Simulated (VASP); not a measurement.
# LiF (P6_422) in VASP: notebook

Runs on LiF. Level: PBE. Tasks: single point.

Program: VASP 6.6.1. These are calculated values, not measurements. Logs are shortened: lines on timing, memory, paths and dates and some standing lists are left out, and cuts for length are marked.

## Step 1: The cell of the first run

The structure is hexagonal, space group P6_422 (No. 181). The conventional cell has a = 2.966 Å, b = 2.966 Å, c = 7.353 Å, α = 90.00°, β = 90.00°, γ = 120.00°. Within 2.6 Å of Li (site symmetry 222) lie 4 F at 1.92 Å. F (site symmetry 222) has 4 Li at 1.92 Å within 2.6 Å.

## Step 2: Single point, PBE

Input file INCAR:

```
PREC = Accurate ; ENCUT = 520
EDIFF = 1E-6 ; ISMEAR = 0
SIGMA = 0.1 ; LREAL = F
LASPH = T ; NELM = 60
ALGO = Normal ; ISIF = 2
LWAVE = F ; LCHARG = F
GGA = PE ; NBANDS = 24
```

Input file KPOINTS:

```
Automatic mesh
0
Gamma
  6 6 4
```

Input file POSCAR:

```
LiF
1.0
    2.9656438000      0.0000000000      0.0000000000
   -1.4828219000      2.5683229000      0.0000000000
    0.0000000000      0.0000000000      7.3526695000
Li F
3 3
Direct
    0.0000000000      0.5000000000      0.3333333000
    0.5000000000      0.0000000000      0.0000000000
    0.5000000000      0.5000000000      0.6666667000
    0.5000000000      0.5000000000      0.1666667000
    0.0000000000      0.5000000000      0.8333333000
    0.5000000000      0.0000000000      0.5000000000
```

Potentials or basis: VASP PAW PBE potentials, release 64 (Li_sv, F).

Command:

```sh
cat potpaw_PBE.64/Li_sv/POTCAR potpaw_PBE.64/F/POTCAR > POTCAR
mpirun -np 1 vasp_std > vasp.out
```

OUTCAR:

```text
PREC = Accurate
   ENCUT = 520
   EDIFF = 1E-6
   ISMEAR = 0
   LREAL = F
   LASPH = T
   NELM = 60
   ISIF = 2
   GGA = PE

 ion  position               nearest neighbor table
   1  0.000  0.500  0.333-   4 1.92   4 1.92   6 1.92   6 1.92
   2  0.500  0.000  0.000-   4 1.92   5 1.92   4 1.92   5 1.92
   3  0.500  0.500  0.667-   5 1.92   5 1.92   6 1.92   6 1.92
   4  0.500  0.500  0.167-   1 1.92   1 1.92   2 1.92   2 1.92
   5  0.000  0.500  0.833-   3 1.92   3 1.92   2 1.92   2 1.92
   6  0.500  0.000  0.500-   1 1.92   3 1.92   3 1.92   1 1.92

  LATTYP: Found a hexagonal cell.
 ALAT       =     2.9656438000
 C/A-ratio  =     2.4792827446

  Lattice vectors:

 A1 = (   2.9656438000,   0.0000000000,   0.0000000000)
 A2 = (  -1.4828219000,   2.5683229000,   0.0000000000)
 A3 = (   0.0000000000,   0.0000000000,   7.3526695000)

Analysis of symmetry for initial positions (statically):
=====================================================================
 Subroutine PRICEL returns:
 Original cell was already a primitive cell.

 Routine SETGRP: Setting up the symmetry group for a
 hexagonal supercell.

 Subroutine GETGRP returns: Found 12 space group operations
 (whereof  4 operations were pure point group operations)
 out of a pool of 24 trial point group operations.

The static configuration has the point symmetry D_2 .
 The point group associated with its full space group is D_6 .

Analysis of symmetry for dynamics (positions and initial velocities):
=====================================================================
 Subroutine PRICEL returns:
 Original cell was already a primitive cell.

 Routine SETGRP: Setting up the symmetry group for a
 hexagonal supercell.

 Subroutine GETGRP returns: Found 12 space group operations
 (whereof  4 operations were pure point group operations)
 out of a pool of 24 trial point group operations.

The dynamic configuration has the point symmetry D_2 .
 The point group associated with its full space group is D_6 .

 Subroutine INISYM returns: Found 12 space group operations
 (whereof  4 operations are pure point group operations),
 and found     1 'primitive' translations

----------------------------------------------------------------------------------------

                                     Primitive cell

  volume of cell :      56.0033

  direct lattice vectors                    reciprocal lattice vectors
     2.965643800  0.000000000  0.000000000     0.337194912  0.194679571  0.000000000
    -1.482821900  2.568322900  0.000000000     0.000000000  0.389359142  0.000000000
     0.000000000  0.000000000  7.352669500     0.000000000  0.000000000  0.136005025

  length of vectors
     2.965643800  2.965643827  7.352669500     0.389359145  0.389359142  0.136005025

  position of ions in fractional coordinates (direct lattice)
     0.000000000  0.500000000  0.333333300
     0.500000000  0.000000000  0.000000000
     0.500000000  0.500000000  0.666666700
     0.500000000  0.500000000  0.166666700
     0.000000000  0.500000000  0.833333300
     0.500000000  0.000000000  0.500000000

  ion indices of the primitive-cell ions
   primitive index   ion index
                 1           1
                 2           2
                 3           3
                 4           4
                 5           5
                 6           6

----------------------------------------------------------------------------------------

 KPOINTS: Automatic mesh

Automatic generation of k-mesh.
 Grid dimensions read from file:
 generate k-points for:    6    6    4

 Generating k-lattice:

  Cartesian coordinates                     Fractional coordinates (reciprocal lattice)
     0.056199152  0.032446595  0.000000000     0.166666667  0.000000000  0.000000000
     0.000000000  0.064893190  0.000000000     0.000000000  0.166666667  0.000000000
     0.000000000  0.000000000  0.034001256     0.000000000  0.000000000  0.250000000

  Length of vectors
     0.064893191  0.064893190  0.034001256

  Shift w.r.t. Gamma in fractional coordinates (k-lattice)
     0.000000000  0.000000000  0.000000000

 Subroutine IBZKPT returns following result:
 ===========================================

 Found     21 irreducible k-points:

 Following reciprocal coordinates:
            Coordinates               Weight
  0.000000  0.000000  0.000000      1.000000
  0.166667 -0.000000  0.000000      6.000000
  0.333333 -0.000000  0.000000      6.000000
  0.500000  0.000000  0.000000      3.000000
  0.166667  0.166667  0.000000      6.000000
  0.333333  0.166667  0.000000     12.000000
[... 13 lines left out ...]
  0.333333  0.166667  0.500000     12.000000
  0.333333  0.333333  0.500000      2.000000
   k-points           NKPTS =     21   k-points in BZ     NKDIM =     21   number of bands    NBANDS=     24
   number of dos      NEDOS =    301   number of ions     NIONS =      6
   total plane-waves  NPLWV =  32256
   dimension x,y,z NGX =    24 NGY =   24 NGZ =   56
   dimension x,y,z NGXF=    48 NGYF=   48 NGZF=  112
   ions per type =               3   3
   NGX,Y,Z   is equivalent  to a cutoff of  13.45, 13.45, 12.66 a.u.
   NGXF,Y,Z  is equivalent  to a cutoff of  26.91, 26.91, 25.32 a.u.
 SYSTEM =  unknown system
   PREC   = accura    normal or accurate (medium, high low for compatibility)
   ISTART =      0    job   : 0-new  1-cont  2-samecut
   ICHARG =      2    charge: 1-file 2-atom 10-const
   ISPIN  =      1    spin polarized calculation?
   LNONCOLLINEAR =      F non collinear calculations
   LSORBIT =      F    spin-orbit coupling
   LASPH  =      T    aspherical Exc in radial PAW
   ENCUT  =  520.0 eV  38.22 Ry    6.18 a.u.   5.51  5.51 13.67*2*pi/ulx,y,z
   NELM   =     60;   NELMIN=  2; NELMDL= -5     # of ELM steps
   EDIFF  = 0.1E-05   stopping-criterion for ELM
   LREAL  =      F    real-space projection
   EDIFFG = 0.1E-04   stopping-criterion for IOM
   NSW    =      0    number of steps for IOM
   IBRION =     -1    ionic relax: 0-MD 1-quasi-New 2-CG
   NFREE  =      0    steps in history (QN), initial steepest desc. (CG)
   ISIF   =      2    stress and relaxation
   ISYM   =      2    0-nonsym 1-usesym 2-fastsym
   POTIM  = 0.5000    time-step for ionic-motion
   TEBEG  =    0.0;   TEEND  =   0.0 temperature during run
   PSTRESS=    0.0 pullay stress
   NELECT =      30.0000    total number of electrons
   NUPDOWN=      -1.0000    fix difference up-down
   EMIN   =  10.00;   EMAX   =-10.00  energy-range for DOS
   EFERMI =   0.00;   METHOD = LEGACY
   ISMEAR =     0;   SIGMA  =   0.10  broadening in eV -4-tet -1-fermi 0-gaus
   EFERMI_NEDOS =   21; number of points for ismear=-14 and -15
   IALGO  =     38    algorithm
   IMIX   =      4    mixing-type and parameters
     AMIX     =   0.40;   BMIX     =  1.00
     AMIX_MAG =   1.60;   BMIX_MAG =  1.00
  volume/ion in A,a.u.               =       9.33        62.99
  Fermi-wavevector in a.u.,A,eV,Ry     =   1.329568  2.512520 24.051729  1.767752
  Thomas-Fermi vector in A             =   2.458721
   LORBIT       =      0    0 simple, 1 ext, 2 COOP (PROOUT), +10 PAW based schemes
   GGA     = PE    functional components
   LHFCALC =     F    Hartree Fock is set to
   AEXX    =    0.0000 exact exchange contribution
   IVDW    =     0    specifies the selected vdW correction
   LEPSILON=     F    determine dielectric tensor
   LRPA    =     F    only Hartree local field effects (RPA)
 non-spin polarized calculation
 Gauss-broadening in eV      SIGMA  =   0.10
  energy-cutoff  :      520.00
  volume of cell :       56.00
 maximum number of plane-waves:      1539
 NGX is ok and might be reduce to    24

 number of electron      30.0000031 magnetization

 Free energy of the ion-electron system (eV)
  ---------------------------------------------------
  ext. energy  EPLUGINS =         0.00000000
  ---------------------------------------------------
  free energy    TOTEN  =       -28.56835932 eV

  energy without entropy =      -28.56835932  energy(sigma->0) =      -28.56835932

 E-fermi :  -1.1080     XC(G=0):  -9.2505

 val. band max:       -1.7108110437   @ k =   0.0000   0.0000   0.0000
 cond. band min:       6.0857318225   @ k =   0.0000   0.0000   0.0000
 fundamental gap:      7.7965428663
 Fermi energy:        -1.1080391326

 k-point     1 :       0.0000    0.0000    0.0000
  band No.  band energies     occupation
      1     -42.8333      2.00000
      2     -42.8024      2.00000
      3     -42.8024      2.00000
      4     -21.4700      2.00000
      5     -21.2683      2.00000
      6     -21.2683      2.00000
[... 16 lines left out ...]
     23      19.4921      0.00000
     24      19.8898      0.00000

 k-point     2 :       0.1667   -0.0000    0.0000
  band No.  band energies     occupation
      1     -42.8251      2.00000
      2     -42.7979      2.00000
      3     -42.7979      2.00000
      4     -21.4050      2.00000
      5     -21.2222      2.00000
      6     -21.1974      2.00000
[... 16 lines left out ...]
     23      16.6818      0.00000
     24      18.7555      0.00000

 k-point     3 :       0.3333   -0.0000    0.0000
  band No.  band energies     occupation
      1     -42.8076      2.00000
      2     -42.7898      2.00000
      3     -42.7887      2.00000
      4     -21.2609      2.00000
      5     -21.1371      2.00000
      6     -21.0505      2.00000
[... 16 lines left out ...]
     23      15.8405      0.00000
     24      16.7714      0.00000

 k-point     4 :       0.5000    0.0000    0.0000
  band No.  band energies     occupation
      1     -42.7975      2.00000
      2     -42.7870      2.00000
      3     -42.7841      2.00000
      4     -21.1723      2.00000
      5     -21.1078      2.00000
      6     -20.9746      2.00000
[... 16 lines left out ...]
     23      15.6528      0.00000
     24      16.2539      0.00000

 k-point     5 :       0.1667    0.1667    0.0000
  band No.  band energies     occupation
      1     -42.8121      2.00000
      2     -42.7917      2.00000
      3     -42.7909      2.00000
      4     -21.2994      2.00000
      5     -21.1548      2.00000
      6     -21.0899      2.00000
[... 16 lines left out ...]
     23      15.7008      0.00000
     24      17.6776      0.00000

 k-point     6 :       0.3333    0.1667    0.0000
  band No.  band energies     occupation
      1     -42.7974      2.00000
      2     -42.7872      2.00000
      3     -42.7839      2.00000
      4     -21.1738      2.00000
      5     -21.1014      2.00000
      6     -20.9802      2.00000
[... 16 lines left out ...]
     23      15.6210      0.00000
     24      16.8442      0.00000
[... 298 lines left out ...]
 k-point    18 :       0.5000    0.0000    0.5000
  band No.  band energies     occupation
      1     -42.7974      2.00000
      2     -42.7870      2.00000
      3     -42.7841      2.00000
      4     -21.1724      2.00000
      5     -21.1078      2.00000
      6     -20.9746      2.00000
[... 16 lines left out ...]
     23      15.7768      0.00000
     24      16.6296      0.00000

 k-point    19 :       0.1667    0.1667    0.5000
  band No.  band energies     occupation
      1     -42.8067      2.00000
      2     -42.8035      2.00000
      3     -42.7845      2.00000
      4     -21.2655      2.00000
      5     -21.2205      2.00000
      6     -21.0578      2.00000
[... 16 lines left out ...]
     23      15.8219      0.00000
     24      17.5348      0.00000

 k-point    20 :       0.3333    0.1667    0.5000
  band No.  band energies     occupation
      1     -42.7965      2.00000
      2     -42.7897      2.00000
      3     -42.7824      2.00000
      4     -21.1807      2.00000
      5     -21.0902      2.00000
      6     -20.9849      2.00000
[... 16 lines left out ...]
     23      15.6425      0.00000
     24      17.2130      0.00000

 k-point    21 :       0.3333    0.3333    0.5000
  band No.  band energies     occupation
      1     -42.7918      2.00000
      2     -42.7841      2.00000
      3     -42.7841      2.00000
      4     -21.1568      2.00000
      5     -21.0010      2.00000
      6     -21.0010      2.00000
[... 16 lines left out ...]
     23      16.4202      0.00000
     24      16.5807      0.00000

------------------------ aborting loop because EDIFF is reached ----------------------------------------

  FORCE on cell =-STRESS in cart. coord.  units (eV):
  Direction    XX          YY          ZZ          XY          YZ          ZX
  --------------------------------------------------------------------------------------
  -------------------------------------------------------------------------------------
  Total       -0.0958821     -0.0958821     -0.0720154      0.0000000      0.0000000     -0.0000000
  in kB       -2.7430534     -2.7430535     -2.0602611      0.0000000      0.0000000     -0.0000000
  external PRESSURE =      -2.5154560 kB  Pullay stress =       0.0000000 kB

 VOLUME and BASIS-vectors are now :
 -----------------------------------------------------------------------------
  energy-cutoff  :      520.00
  volume of cell :       56.00
      direct lattice vectors                 reciprocal lattice vectors
     2.965643800  0.000000000  0.000000000     0.337194912  0.194679571  0.000000000
    -1.482821900  2.568322900  0.000000000     0.000000000  0.389359142  0.000000000
     0.000000000  0.000000000  7.352669500     0.000000000  0.000000000  0.136005025

 POSITION                                       TOTAL-FORCE (eV/Angst)
 -----------------------------------------------------------------------------------
     -0.74141      1.28416      2.45089         0.000000     -0.000000      0.000000
      1.48282      0.00000      0.00000         0.000000     -0.000000      0.000000
      0.74141      1.28416      4.90178        -0.000000     -0.000000      0.000000
      0.74141      1.28416      1.22545        -0.000000      0.000000     -0.000000
     -0.74141      1.28416      6.12722         0.000000     -0.000000     -0.000000
      1.48282      0.00000      3.67633         0.000000      0.000000      0.000000
 -----------------------------------------------------------------------------------
    total drift:                                0.000000      0.000000     -0.000803

  FREE ENERGIE OF THE ION-ELECTRON SYSTEM (eV)
  ---------------------------------------------------
  free  energy   TOTEN  =       -28.5683593197 eV

  energy  without entropy=      -28.5683593197  energy(sigma->0) =      -28.56835932
```

Run time: 38 s. Hardware: 1 thread of Intel Xeon Platinum 8488C (Sapphire Rapids), shared host; peak memory 0.17 GiB.

What came out:

```yaml
Free_energy: -28.5684 eV
Band_gap_on_the_k_mesh: 7.80 eV, direct
```

Caveat: the cutoff is under 1.25 times the usual one of these potentials, so pressure, stress and relaxed cells hold a basis-set (Pulay) error.

## Step 3: Single point, PBE

Input file INCAR:

```
  ALGO = Normal
  EDIFF = 1E-7
  ENCUT = 520
  GGA = PE
  ISIF = 2
  ISMEAR = 0
  LASPH = T
  LCHARG = T
  LELF = T
  LREAL = F
  LVHAR = T
  LWAVE = F
  NBANDS = 24
  NELM = 100
  PREC = Accurate
  SIGMA = 0.02
```

Input file KPOINTS:

```
k-points
0
Gamma
  12 12 4
```

Input file POSCAR:

```
LiF
1.0
    2.9656438177      0.0000000000      0.0000000000
   -1.4828219088      2.5683228847      0.0000000000
    0.0000000000      0.0000000000      7.3526695000
Li F
3 3
Direct
    0.0000000000      0.5000000000      0.3333333333
    0.5000000000      0.0000000000      0.0000000000
    0.5000000000      0.5000000000      0.6666666667
    0.5000000000      0.5000000000      0.1666666667
    0.0000000000      0.5000000000      0.8333333333
    0.5000000000      0.0000000000      0.5000000000
```

Potentials or basis: VASP PAW PBE potentials, release 64 (Li_sv, F).

Command:

```sh
cat potpaw_PBE.64/Li_sv/POTCAR potpaw_PBE.64/F/POTCAR > POTCAR
mpirun -np 1 vasp_std > vasp.out
```

Run time: 85 s. Hardware: 1 thread of Intel Xeon Platinum 8488C (Sapphire Rapids), shared host; peak memory 0.2 GiB.

It converged, with:

- Free energy: -28.5685 eV
- Band gap on the k mesh: 7.80 eV, direct

Levels at points of the mesh, in eV from the valence-band top:
```tsv
k point	band 13	band 14	band 15	band 16	band 17	band 18
(0.00, 0.00, 0.00)	-0.12	-0.12	0.00	7.80	9.80	9.80
(0.50, 0.00, 0.00)	-0.74	-0.54	-0.19	10.24	12.11	12.56
(0.00, 0.00, 0.50)	-0.17	-0.04	-0.04	8.52	8.52	10.34
(0.50, 0.00, 0.50)	-0.57	-0.46	-0.34	10.25	12.08	12.60
```

Caveat: the cutoff is under 1.25 times the usual one of these potentials, so pressure, stress and relaxed cells hold a basis-set (Pulay) error. A k mesh can miss the band edges.

## Step 4: Single point, PBE

This run uses another cell than the first one: it holds 12 atoms, not 6.

Input file INCAR:

```
SYSTEM = LiF
PREC = Accurate ; ENCUT = 520
EDIFF = 1E-7 ; ISMEAR = 0
SIGMA = 0.1 ; LREAL = .FALSE.
LASPH = .TRUE. ; NELM = 80
ALGO = Normal ; ISIF = 2
LWAVE = .FALSE. ; LCHARG = .FALSE.
GGA = PE ; NBANDS = 42
```

Input file KPOINTS:

```
Automatic mesh
0
G
  4 4 2
  0 0 0
```

Input file POSCAR:

```
LiF
1.0
    1.4828219088     -2.5683228847      0.0000000000
   -4.4484657265     -2.5683228847      0.0000000000
    0.0000000000      0.0000000000     -7.3526695000
Li F
6 6
Direct
    0.5000000000      1.0000000000      0.6666666667
    0.0000000000      0.5000000000      0.6666666667
    0.2500000000      0.7500000000      0.0000000000
    0.7500000000      0.2500000000      0.0000000000
    0.7500000000      0.7500000000      0.3333333333
    0.2500000000      0.2500000000      0.3333333333
    0.7500000000      0.7500000000      0.8333333333
    0.2500000000      0.2500000000      0.8333333333
    0.5000000000      1.0000000000      0.1666666667
    0.0000000000      0.5000000000      0.1666666667
    0.2500000000      0.7500000000      0.5000000000
    0.7500000000      0.2500000000      0.5000000000
```

Command:

```sh
cat potpaw_PBE.64/Li_sv/POTCAR potpaw_PBE.64/F/POTCAR > POTCAR
mpirun -np 1 vasp_std > vasp.out
```

It took 2 min on 1 thread of Intel Xeon Platinum 8488C (Sapphire Rapids), shared host; peak memory 0.23 GiB.

The run converged. Its results:

```
Free energy            : -57.1354 eV
Band gap on the k mesh : 7.80 eV
```

Levels at points of the mesh, in eV from the valence-band top:
```csv
k point,band 26,band 27,band 28,band 29,band 30,band 31,band 32,band 33,band 34,band 35
"(0.00, 0.00, 0.00)",-0.24,-0.19,-0.12,-0.12,0.00,7.80,9.80,9.80,10.24,12.11
"(0.50, 0.00, 0.00)",-0.79,-0.70,-0.70,-0.39,-0.39,10.75,10.75,12.19,12.19,12.48
"(0.00, 0.50, 0.00)",-0.42,-0.33,-0.33,-0.14,-0.14,9.14,9.14,11.19,11.19,11.35
"(0.50, 0.50, 0.00)",-0.74,-0.54,-0.54,-0.19,-0.19,10.24,10.24,12.11,12.11,12.56
"(0.00, 0.00, 0.50)",-0.34,-0.19,-0.17,-0.04,-0.04,8.52,8.52,10.25,10.34,12.08
"(0.50, 0.00, 0.50)",-0.80,-0.72,-0.72,-0.45,-0.45,10.81,10.81,11.73,11.73,13.12
"(0.00, 0.50, 0.50)",-0.54,-0.37,-0.37,-0.22,-0.22,9.61,9.61,10.02,10.02,12.25
"(0.50, 0.50, 0.50)",-0.57,-0.46,-0.46,-0.34,-0.34,10.25,10.25,12.08,12.08,12.60
```

Caveat: the k points lie up to 0.53 Å⁻¹ apart; the cutoff is under 1.25 times the usual one of these potentials, so pressure, stress and relaxed cells hold a basis-set (Pulay) error.

## Step 5: Summary

| cell | k mesh | smearing | gap on the mesh (eV) |
| --- | --- | --- | --- |
| a = 2.966, b = 2.966, c = 7.353 Å, angles 90.0, 90.0, 120.0°, 6 atoms | 6 × 6 × 4 | gaussian 0.1 eV | 7.80 |
| a = 2.966, b = 2.966, c = 7.353 Å, angles 90.0, 90.0, 120.0°, 6 atoms | 12 × 12 × 4 | gaussian 0.02 eV | 7.80 |
| a = 2.966, b = 5.137, c = 7.353 Å, 12 atoms | 4 × 4 × 2 | gaussian 0.1 eV | 7.80 |

Alike in all rows: task single point; level PBE; potentials or basis VASP PAW PBE potentials, release 64 (Li_sv, F); no spin polarisation; cutoff (eV) 520.

Caveats: some runs use coarse meshes; the cutoff is under 1.25 times the usual one of these potentials, so pressure, stress and relaxed cells hold a basis-set (Pulay) error.

Total energies depend on the potentials used, so only differences within one code and one set of settings carry meaning.
